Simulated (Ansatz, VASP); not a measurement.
## Two plane-wave programs on Zn2CdSe3

```xyz
6
Lattice="4.1536 0.0000 0.0000 -2.0768 3.5971 0.0000 0.0000 0.0000 10.2530" Properties=species:S:1:pos:R:3 pbc="T T T"
Zn    0.0000    0.0000    0.0752
Zn    2.0768    1.1990    3.3325
Cd    0.0000    2.3981    6.8786
Se    0.0000    0.0000    2.5581
Se    2.0768    1.1990    5.8068
Se    0.0000    2.3981    9.5444
```

Alike in both runs: functional PBE; k mesh 6 × 6 × 4; occupations gaussian, width 0.02 eV; no spin polarisation.

Ansatz relaxed the structure, and its values are those at the end. VASP's run is a single point on that final structure, the one shown.

|  | VASP | Ansatz |
| --- | --- | --- |
| version | VASP 6.6.1 | Ansatz 0.2.0 |
| potentials or method | VASP PAW PBE potentials, release 64 (Zn, Cd, Se), cutoff 520 eV | scalar-relativistic, plane waves, PAW |
| valence electrons in the cell | 54 | 92 |

Ansatz gave:

```
gap on the k mesh at the Fermi level (eV) : 0.70
least direct gap on the mesh (eV)         : 0.70
pressure (GPa)                            : 0.0
rms of the force components (eV/Å)        : 0.004
```

Problem. Estimate VASP's values.

Solution. gap on the k mesh at the Fermi level (eV): 0.70; least direct gap on the mesh (eV): 0.70; pressure (GPa): 0.2; rms of the force components (eV/Å): 0.008.

VASP's potentials hold 54 valence electrons a cell and Ansatz's 92, so a difference there can come from the potentials and not from the codes.
